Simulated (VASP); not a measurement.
Set up this calculation in VASP 6.6.1, as the native input.

```
Task                   : electric field gradients
Functional             : PBE
Potentials or basis    : VASP PAW PBE potentials, release 64 (Ru_pv)
Cutoff                 : 520 eV
k mesh                 : 14 × 14 × 8
Occupations            : fermi-dirac, width 0.03 eV
Spin                   : no spin polarisation
Dipole correction      : no
Further INCAR settings : ALGO = Normal; EDIFF = 1e-08; NBANDS = 21
```

The structure of Ru lies in POSCAR:

```
Ru
1.0
    2.6510333155      0.0000000000      0.0000000000
   -1.3255166578      2.2958621976      0.0000000000
    0.0000000000      0.0000000000      4.1952333309
Ru
2
Direct
    0.3333333333      0.6666666667      0.2500000000
    0.6666666667      0.3333333333      0.7500000000
```

This cell differs from its parent crystal: volume scaled by 0.9405.

These files were run (other wordings do the same):

INCAR

```
SYSTEM = Ru
  ALGO = Normal
  EDIFF = 1E-8
  ENCUT = 520
  GGA = PE
  ISIF = 2
  ISMEAR = -1
  LASPH = .True.
  LCHARG = .False.
  LEFG = .True.
  LREAL = .False.
  LWAVE = .False.
  NBANDS = 21
  NELM = 100
  PREC = Accurate
  SIGMA = 0.03
```

KPOINTS

```
k-points
0
Gamma
  14 14 8
  0 0 0
```

Potentials or basis: VASP PAW PBE potentials, release 64 (Ru_pv).

Command:

```sh
$ cat potpaw_PBE.64/Ru_pv/POTCAR > POTCAR
$ mpirun -np 1 vasp_std > vasp.out
```

It gave:

```
Pressure               : 28.3 GPa
Band gap on the k mesh : zero (band 14 reaches 15.80 eV, above the bottom of band 15 at 12.34 eV)
```

Caveat: without QUAD_EFG the Cq values of the log hold for a quadrupole moment of 1 mb, not for the nuclei.

Run time: 46 s on 1 thread of Intel(R) Xeon(R) Platinum 8559C (Emerald Rapids) (shared host), peak memory 0.17 GiB.
